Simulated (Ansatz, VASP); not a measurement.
# Two plane-wave programs on Sc2BP3

```xyz
6
Lattice="3.3335 0.0000 0.0000 0.0000 3.3335 0.0000 0.0000 0.0000 8.2101" Properties=species:S:1:pos:R:3 pbc="T T T"
Sc    1.6667    1.6667    2.4862
Sc    1.6667    1.6667    5.7239
B     1.6667    1.6667    0.0000
P     0.0000    0.0000    7.1237
P     0.0000    0.0000    1.0864
P     0.0000    0.0000    4.1051
```

Change from the starting cell: species swapped into the Li3Tl2Cd type (P4/mmm, No. 123).

Alike in both runs: functional PBE; k mesh 12 × 12 × 6; occupations gaussian, width 0.1 eV; no spin polarisation.

Ansatz relaxed the structure, and its values are those at the end. VASP's run is a single point on that final structure, the one shown.

|  | VASP | Ansatz |
| --- | --- | --- |
| version | VASP 6.6.1 | Ansatz 0.2.0 |
| potentials or method | VASP PAW PBE potentials, release 64 (Sc_sv, B, P), cutoff 520 eV | scalar-relativistic, plane waves, PAW |
| valence electrons in the cell | 40 | 40 |

|  | VASP | Ansatz | Ansatz less VASP |
| --- | --- | --- | --- |
| gap on the k mesh at the Fermi level (eV) | none | none | - |
| pressure (GPa) | 0.1 | 0.0 | -0.08 |
| rms of the force components (eV/Å) | 0.020 | 0.001 | -0.0188 |

A gap of «none» marks a metal or a gap that the smearing closes.
